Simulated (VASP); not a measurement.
The system is PbI2.

```xyz
3
Lattice="4.7249 0.0000 0.0000 -2.3624 4.0919 0.0000 0.0000 0.0000 7.7665" Properties=species:S:1:pos:R:3 pbc="T T T"
Pb    0.0000    0.0000    0.0000
I     0.0000    2.7279    1.8739
I     2.3624    1.3640    5.8926
```

```yaml
Program: VASP 6.6.1
Task: relaxation of shape and atoms at fixed volume
Functional: PBE
Potentials_or_basis: VASP PAW PBE potentials, release 64 (Pb_d, I)
Cutoff: 500 eV
k_mesh: 6 × 6 × 4
Occupations: gaussian, width 0.02 eV
Spin: no spin polarisation
```

At the start: pressure -0.6 GPa; volume 50.05 Å³/atom.

Problem. How do energy, volume and symmetry change on relaxing?

Solution. Over 8 steps the energy falls by 2.7 meV/atom; space group P-3m1 (No. 164, to 0.1 Å) before and after.

The path:
```
step  energy change (eV)  largest force (eV/Å)  pressure (GPa)  volume (Å³)
   1              0.0000                0.1330           -0.58       150.15
   2             -0.0017                0.1151           -0.52       150.15
   3             -0.0053                0.0600           -0.33       150.15
   4             -0.0063                0.0545            0.06       150.15
   5             -0.0069                0.0098           -0.10       150.15
   6             -0.0075                0.0072           -0.07       150.15
   7             -0.0079                0.0044           -0.05       150.15
   8             -0.0080                0.0021           -0.01       150.15
```

Final structure:
```
Pb I
1.0
     4.66817    0.00000    0.00000
    -2.33409    4.04275    0.00000
     0.00000    0.00000    7.95634
Pb I
1 2
Cartesian
  4.6682 0.0000 0.0000
  0.0000 2.6952 1.8637
  2.3341 1.3476 6.0927
```

Caveat: this functional lacks dispersion, which binds the layers, so the pressure and a relaxed spacing across them are unreliable.
